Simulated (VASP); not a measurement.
# NiO (Fm-3m) in VASP: a series of runs

NiO is run at these levels: PBEsol, LDA, PBEsol+D4, revPBE; tasks: single point.

All numbers are computed with VASP 6.6.1; they aren't measurements. Logs are shortened: lines on timing, memory, paths and dates and some standing lists are left out, and cuts for length are marked.

**The experiment to reproduce.**

From “Local correlations, non-local screening, multiplets, and band formation in NiO”, 2012, arxiv:1210.6675, for a bulk crystal of NiO: band gap 4.3 eV.

How close the calculation comes is told below.

### Step 1. The cell of the first run

Symmetry: Fm-3m, No. 225, cubic system. The conventional cell has a = 4.172 Å, b = 4.172 Å, c = 4.172 Å, α = 90.00°, β = 90.00°, γ = 90.00°. Within 2.8 Å of Ni (site symmetry m-3m) lie 6 O at 2.09 Å. Within 2.8 Å of O (site symmetry m-3m) lie 6 Ni at 2.09 Å.

### Step 2. Single point, PBEsol

Input file INCAR:

```
PREC = Accurate
ENCUT = 520
EDIFF = 1E-7
ISMEAR = -1
SIGMA = 0.05
LREAL = False
LASPH = True
NELM = 80
ALGO = Normal
ISIF = 2
LWAVE = False
LCHARG = False
GGA = PS
NBANDS = 15
```

Input file KPOINTS:

```
regular mesh
0
Gamma
  11 11 11
```

Input file POSCAR:

```
NiO
1.0
    0.0000000000      2.0859016414      2.0859016414
    2.0859016414      0.0000000000      2.0859016414
    2.0859016414      2.0859016414      0.0000000000
Ni O
1 1
Direct
    0.0000000000      0.0000000000      0.0000000000
    0.5000000000      0.5000000000      0.5000000000
```

Potentials or basis: VASP PAW PBE potentials, release 64 (Ni, O).

Started as:

```sh
$ cat potpaw_PBE.64/Ni/POTCAR potpaw_PBE.64/O/POTCAR > POTCAR
$ mpirun -np 1 vasp_std > vasp.out
```

OUTCAR:

```text
PREC = Accurate
   ENCUT = 520
   EDIFF = 1E-7
   ISMEAR = -1
   LREAL = False
   LASPH = True
   NELM = 80
   ISIF = 2
   GGA = PS

 ion  position               nearest neighbor table
   1  0.000  0.000  0.000-   2 2.09   2 2.09   2 2.09   2 2.09   2 2.09   2 2.09
   2  0.500  0.500  0.500-   1 2.09   1 2.09   1 2.09   1 2.09   1 2.09   1 2.09

  LATTYP: Found a face centered cubic cell.
 ALAT       =     4.1718032828

  Lattice vectors:

 A1 = (   0.0000000000,   2.0859016414,   2.0859016414)
 A2 = (   2.0859016414,   0.0000000000,   2.0859016414)
 A3 = (   2.0859016414,   2.0859016414,   0.0000000000)

Analysis of symmetry for initial positions (statically):
=====================================================================
 Subroutine PRICEL returns:
 Original cell was already a primitive cell.

 Routine SETGRP: Setting up the symmetry group for a
 face centered cubic supercell.

 Subroutine GETGRP returns: Found 48 space group operations
 (whereof 48 operations were pure point group operations)
 out of a pool of 48 trial point group operations.

The static configuration has the point symmetry O_h .

Analysis of symmetry for dynamics (positions and initial velocities):
=====================================================================
 Subroutine PRICEL returns:
 Original cell was already a primitive cell.

 Routine SETGRP: Setting up the symmetry group for a
 face centered cubic supercell.

 Subroutine GETGRP returns: Found 48 space group operations
 (whereof 48 operations were pure point group operations)
 out of a pool of 48 trial point group operations.

The dynamic configuration has the point symmetry O_h .

 Subroutine INISYM returns: Found 48 space group operations
 (whereof 48 operations are pure point group operations),
 and found     1 'primitive' translations

----------------------------------------------------------------------------------------

                                     Primitive cell

  volume of cell :      18.1515

  direct lattice vectors                    reciprocal lattice vectors
     0.000000000  2.085901641  2.085901641    -0.239704495  0.239704495  0.239704495
     2.085901641  0.000000000  2.085901641     0.239704495 -0.239704495  0.239704495
     2.085901641  2.085901641  0.000000000     0.239704495  0.239704495 -0.239704495

  length of vectors
     2.949910391  2.949910391  2.949910391     0.415180364  0.415180364  0.415180364

  position of ions in fractional coordinates (direct lattice)
     0.000000000  0.000000000  0.000000000
     0.500000000  0.500000000  0.500000000

  ion indices of the primitive-cell ions
   primitive index   ion index
                 1           1
                 2           2

----------------------------------------------------------------------------------------

 KPOINTS: regular mesh

Automatic generation of k-mesh.
 Grid dimensions read from file:
 generate k-points for:   11   11   11

 Generating k-lattice:

  Cartesian coordinates                     Fractional coordinates (reciprocal lattice)
    -0.021791318  0.021791318  0.021791318     0.090909091  0.000000000  0.000000000
     0.021791318 -0.021791318  0.021791318     0.000000000  0.090909091  0.000000000
     0.021791318  0.021791318 -0.021791318     0.000000000  0.000000000  0.090909091

  Length of vectors
     0.037743669  0.037743669  0.037743669

  Shift w.r.t. Gamma in fractional coordinates (k-lattice)
     0.000000000  0.000000000  0.000000000

 Subroutine IBZKPT returns following result:
 ===========================================

 Found     56 irreducible k-points:

 Following reciprocal coordinates:
            Coordinates               Weight
  0.000000  0.000000  0.000000      1.000000
  0.090909  0.000000  0.000000      8.000000
  0.181818  0.000000  0.000000      8.000000
  0.272727  0.000000  0.000000      8.000000
  0.363636  0.000000  0.000000      8.000000
  0.454545  0.000000  0.000000      8.000000
[... 16 lines left out ...]
 -0.272727  0.181818  0.000000     24.000000
 -0.181818  0.181818  0.000000     12.000000
 [... further k-points ...]
   k-points           NKPTS =     56   k-points in BZ     NKDIM =     56   number of bands    NBANDS=     15
   number of dos      NEDOS =    301   number of ions     NIONS =      2
   total plane-waves  NPLWV =  13824
   dimension x,y,z NGX =    24 NGY =   24 NGZ =   24
   dimension x,y,z NGXF=    48 NGYF=   48 NGZF=   48
   ions per type =               1   1
   NGX,Y,Z   is equivalent  to a cutoff of  13.53, 13.53, 13.53 a.u.
   NGXF,Y,Z  is equivalent  to a cutoff of  27.05, 27.05, 27.05 a.u.
 SYSTEM =  unknown system
   PREC   = accura    normal or accurate (medium, high low for compatibility)
   ISTART =      0    job   : 0-new  1-cont  2-samecut
   ICHARG =      2    charge: 1-file 2-atom 10-const
   ISPIN  =      1    spin polarized calculation?
   LNONCOLLINEAR =      F non collinear calculations
   LSORBIT =      F    spin-orbit coupling
   LASPH  =      T    aspherical Exc in radial PAW
   ENCUT  =  520.0 eV  38.22 Ry    6.18 a.u.   5.48  5.48  5.48*2*pi/ulx,y,z
   NELM   =     80;   NELMIN=  2; NELMDL= -5     # of ELM steps
   EDIFF  = 0.1E-06   stopping-criterion for ELM
   LREAL  =      F    real-space projection
   EDIFFG = 0.1E-05   stopping-criterion for IOM
   NSW    =      0    number of steps for IOM
   IBRION =     -1    ionic relax: 0-MD 1-quasi-New 2-CG
   NFREE  =      0    steps in history (QN), initial steepest desc. (CG)
   ISIF   =      2    stress and relaxation
   ISYM   =      2    0-nonsym 1-usesym 2-fastsym
   POTIM  = 0.5000    time-step for ionic-motion
   TEBEG  =    0.0;   TEEND  =   0.0 temperature during run
   PSTRESS=    0.0 pullay stress
   NELECT =      16.0000    total number of electrons
   NUPDOWN=      -1.0000    fix difference up-down
   EMIN   =  10.00;   EMAX   =-10.00  energy-range for DOS
   EFERMI =   0.00;   METHOD = LEGACY
   ISMEAR =    -1;   SIGMA  =   0.05  broadening in eV -4-tet -1-fermi 0-gaus
   EFERMI_NEDOS =   21; number of points for ismear=-14 and -15
   IALGO  =     38    algorithm
   IMIX   =      4    mixing-type and parameters
     AMIX     =   0.40;   BMIX     =  1.00
     AMIX_MAG =   1.60;   BMIX_MAG =  1.00
  volume/ion in A,a.u.               =       9.08        61.25
  Fermi-wavevector in a.u.,A,eV,Ry     =   1.569680  2.966264 33.523312  2.463894
  Thomas-Fermi vector in A             =   2.671526
   LORBIT       =      0    0 simple, 1 ext, 2 COOP (PROOUT), +10 PAW based schemes
   GGA     = PS    functional components
   LHFCALC =     F    Hartree Fock is set to
   AEXX    =    0.0000 exact exchange contribution
   IVDW    =     0    specifies the selected vdW correction
   LEPSILON=     F    determine dielectric tensor
   LRPA    =     F    only Hartree local field effects (RPA)
 non-spin polarized calculation
  energy-cutoff  :      520.00
  volume of cell :       18.15
 maximum number of plane-waves:       531
 NGX is ok and might be reduce to    24
   NGX = 11   NGY = 11   NGZ = 11

 number of electron      16.0000001 magnetization

 Free energy of the ion-electron system (eV)
  ---------------------------------------------------
  ext. energy  EPLUGINS =         0.00000000
  ---------------------------------------------------
  free energy    TOTEN  =       -12.35828988 eV

  energy without entropy =      -12.34011019  energy(sigma->0) =      -12.34920003

 E-fermi :   7.7378     XC(G=0): -12.9670

 val. band max:        7.7342863764   @ k =  -0.3636   0.4545   0.1818
 cond. band min:       7.7551312226   @ k =  -0.2727   0.0909   0.0000
 fundamental gap:      0.0208448462
 Fermi energy:         7.7378460809

 k-point     1 :       0.0000    0.0000    0.0000
  band No.  band energies     occupation
      1     -12.6727      2.00000
      2       4.6251      2.00000
      3       4.6251      2.00000
      4       4.6251      2.00000
      5       5.9134      2.00000
      6       5.9134      2.00000
      7       5.9134      2.00000
      8       6.1656      2.00000
      9       6.1657      2.00000
     10       9.3340      0.00000
     11      25.3950      0.00000
     12      26.7450      0.00000
     13      26.7450      0.00000
     14      26.7450      0.00000
     15      30.2873      0.00000

 k-point     2 :       0.0909    0.0000    0.0000
  band No.  band energies     occupation
      1     -12.5780      2.00000
      2       3.9139      2.00000
      3       4.2188      2.00000
      4       4.2188      2.00000
      5       5.9939      2.00000
      6       5.9939      2.00000
      7       6.0930      2.00000
      8       6.5899      2.00000
      9       6.5899      2.00000
     10       9.9012      0.00000
     11      23.7068      0.00000
     12      26.4435      0.00000
     13      26.4435      0.00000
     14      27.5396      0.00000
     15      29.6377      0.00000

 k-point     3 :       0.1818    0.0000    0.0000
  band No.  band energies     occupation
      1     -12.3131      2.00000
      2       2.5852      2.00000
      3       3.5488      2.00000
      4       3.5488      2.00000
      5       6.1646      2.00000
      6       6.1647      2.00000
      7       6.3260      2.00000
      8       7.3603      1.99895
      9       7.3603      1.99895
     10      11.0976      0.00000
     11      21.4538      0.00000
     12      25.2971      0.00000
     13      25.2971      0.00000
     14      27.9711      0.00000
     15      29.5344      0.00000
[... 343 lines left out ...]
 k-point    23 :      -0.2727    0.1818    0.0000
  band No.  band energies     occupation
      1     -11.5202      2.00000
      2       0.5665      2.00000
      3       2.4651      2.00000
      4       2.4700      2.00000
      5       6.4646      2.00000
      6       6.6449      2.00000
      7       6.9555      2.00000
      8       7.3895      1.99812
      9       8.9412      0.00000
     10      14.1033      0.00000
     11      18.6869      0.00000
     12      20.0492      0.00000
     13      23.2893      0.00000
     14      29.2824      0.00000
     15      31.8973      0.00000

 k-point    24 :      -0.1818    0.1818    0.0000
  band No.  band energies     occupation
      1     -11.8391      2.00000
      2       1.2070      2.00000
      3       2.7426      2.00000
      4       2.9966      2.00000
      5       6.2813      2.00000
      6       6.5883      2.00000
      7       6.7687      2.00000
      8       7.0347      2.00000
      9       8.6337      0.00000
     10      13.0096      0.00000
     11      19.9583      0.00000
     12      21.0508      0.00000
     13      24.2966      0.00000
     14      28.1410      0.00000
     15      30.9065      0.00000

 [... further k-points ...]
[... 5 lines left out ...]
  --------------------------------------------------------------------------------------
  -------------------------------------------------------------------------------------
  Total       -1.3128928     -1.3128928     -1.3128928      0.0000000     -0.0000000      0.0000000
  in kB     -115.8853073   -115.8853073   -115.8853073      0.0000000     -0.0000000      0.0000000
  external PRESSURE =    -115.8853073 kB  Pullay stress =       0.0000000 kB

 VOLUME and BASIS-vectors are now :
 -----------------------------------------------------------------------------
  energy-cutoff  :      520.00
  volume of cell :       18.15
      direct lattice vectors                 reciprocal lattice vectors
     0.000000000  2.085901641  2.085901641    -0.239704495  0.239704495  0.239704495
     2.085901641  0.000000000  2.085901641     0.239704495 -0.239704495  0.239704495
     2.085901641  2.085901641  0.000000000     0.239704495  0.239704495 -0.239704495

 POSITION                                       TOTAL-FORCE (eV/Angst)
 -----------------------------------------------------------------------------------
      0.00000      0.00000      0.00000         0.000000     -0.000000      0.000000
      2.08590      2.08590      2.08590        -0.000000      0.000000      0.000000
 -----------------------------------------------------------------------------------
    total drift:                                0.000000     -0.000000     -0.000000

  FREE ENERGIE OF THE ION-ELECTRON SYSTEM (eV)
  ---------------------------------------------------
  free  energy   TOTEN  =       -12.3582898777 eV

  energy  without entropy=      -12.3401101896  energy(sigma->0) =      -12.34920003
```

Run time: 17 s. Hardware: 1 thread of Intel Xeon Platinum 8175M at 2.50GHz (Skylake/Cascade Lake), shared host; peak memory 0.14 GiB.

Results:

| Property | Result |
| --- | --- |
| Free energy | -12.3583 eV |
| Pressure | -11.6 GPa |
| Band gap on the k mesh | zero (band 8 reaches 8.99 eV, above the bottom of band 9 at 6.17 eV) |

Caveat: the PAW data sets were made with another functional, which shifts forces and pressure a little; the run has no spin polarisation, though such a crystal can be magnetic; semilocal functionals often make such compounds metallic where correlation or magnetic order opens a gap, which also shifts bond lengths. With open d or f shells a metallic result of PBEsol can be an artefact of self-interaction; +U or a hybrid may open a gap.

### Step 3. Single point, LDA, collinear spin, ferromagnetic start

Input file INCAR:

```
PREC     = Accurate       # precision mode
ENCUT    = 520            # plane-wave cutoff, eV
EDIFF    = 1E-7           # SCF threshold, eV
ISMEAR   = -1             # smearing method
SIGMA    = 0.05           # smearing width, eV
LREAL    = False          # projectors in reciprocal space
LASPH    = True           # aspherical terms in the spheres
NELM     = 150            # most SCF steps
ALGO     = Normal         # electronic algorithm
ISIF     = 2              # what is computed and relaxed
LWAVE    = False          # write WAVECAR
LCHARG   = False          # write CHGCAR
ISPIN    = 2              # spin polarisation
MAGMOM   = 1 0            # initial moments
LORBIT   = 11             # projections on sites
LMAXMIX  = 4              # l up to which the mixer works
NBANDS   = 19             # bands
```

KPOINTS is that of step 2.

POSCAR is that of step 2.

Potentials or basis: VASP PAW LDA potentials, release 64 (Ni, O).

Started as:

```sh
$ cat potpaw_LDA.64/Ni/POTCAR potpaw_LDA.64/O/POTCAR > POTCAR
$ mpirun -np 1 vasp_std > vasp.out
```

It took 26 s on 1 thread of Intel Xeon Platinum 8488C (Sapphire Rapids), shared host; peak memory 0.15 GiB.

It converged, with:

| Property | Result |
| --- | --- |
| Free energy | -13.2953 eV |
| Pressure | -19.6 GPa |
| Net moment | 0.24 μB per cell |
| Site moments | Ni +0.20; O +0.03 μB |
| Valence electrons inside the program's atomic spheres | Ni 9.09; O 4.90 |

Levels at points of the mesh, in eV from the Fermi level:
Spin up:
```csv
k point,band 5,band 6,band 7,band 8,band 9,band 10,band 11,band 12
"(0.00, 0.00, 0.00)",-1.87,-1.87,-1.87,-1.74,-1.74,1.72,17.79,19.05
```
Spin down:
```tsv
k point	band 6	band 7	band 8	band 9	band 10	band 11
(0.00, 0.00, 0.00)	-1.73	-1.73	-1.48	-1.48	1.76	17.80
```

Caveat: semilocal functionals often make such compounds metallic where correlation or magnetic order opens a gap, which also shifts bond lengths.

[end of part 1 of 2]
